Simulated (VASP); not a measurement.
# Sc2Al5: single point with PBE

Sc2Al5, a slab with vacuum:

```
Sc Al
1.0
     4.10533    0.00000    0.00000
     0.00000    5.80581    0.00000
     0.00000    0.00000   23.70872
Sc Al
4 10
Direct
  0.00000 0.50000 0.31634
  0.00000 0.00000 0.43878
  0.00000 0.50000 0.56122
  0.00000 0.00000 0.68366
  0.00000 0.00000 0.31634
  0.50000 0.25000 0.37756
  0.50000 0.75000 0.37756
  0.00000 0.50000 0.43878
  0.50000 0.75000 0.50000
  0.50000 0.25000 0.50000
  0.00000 0.00000 0.56122
  0.50000 0.25000 0.62244
  0.50000 0.75000 0.62244
  0.00000 0.50000 0.68366
```

- Program: VASP 6.6.1
- Task: single point
- Functional: PBE
- Potentials or basis: VASP PAW PBE potentials, release 64 (Sc_sv, Al)
- Cutoff: 520 eV
- k mesh: 9 × 6 × 1
- Occupations: gaussian, width 0.1 eV
- Spin: no spin polarisation
- Dipole correction: yes
- Further INCAR settings: ALGO = Normal; EDIFF = 1e-06; NBANDS = 50

```yaml
Largest_force: 0.412 eV/Å
Band_gap_on_the_k_mesh: zero (bands 37 and 38 overlap by 0.49 eV)
```

Forces in eV/Å, atoms in the order of the input:
```
Sc   0.000  0.000  0.198
Sc   0.000  0.000  0.412
Sc   0.000  0.000 -0.412
Sc   0.000  0.000 -0.198
Al   0.000  0.000 -0.060
Al   0.000  0.046 -0.365
Al   0.000 -0.046 -0.365
Al   0.000  0.000  0.053
Al   0.000  0.000  0.000
Al   0.000  0.000  0.000
Al   0.000  0.000 -0.053
Al   0.000 -0.046  0.365
Al   0.000  0.046  0.365
Al   0.000  0.000  0.060
```

Levels at points of the mesh, in eV from the Fermi level:
| k point | band 33 | band 34 | band 35 | band 36 | band 37 | band 38 | band 39 | band 40 | band 41 | band 42 |
| --- | --- | --- | --- | --- | --- | --- | --- | --- | --- | --- |
| (0.00, 0.00, 0.00) | -0.83 | -0.67 | -0.49 | -0.18 | 0.17 | 0.40 | 0.80 | 0.96 | 1.09 | 1.10 |
| (0.00, 0.50, 0.00) | -0.70 | -0.70 | -0.56 | -0.56 | 0.35 | 0.35 | 0.51 | 0.51 | 1.18 | 1.18 |

Wall time 9.5 min on 1 thread of Intel(R) Xeon(R) 6975P-C (Granite Rapids), on a shared host, peak memory 0.85 GiB.
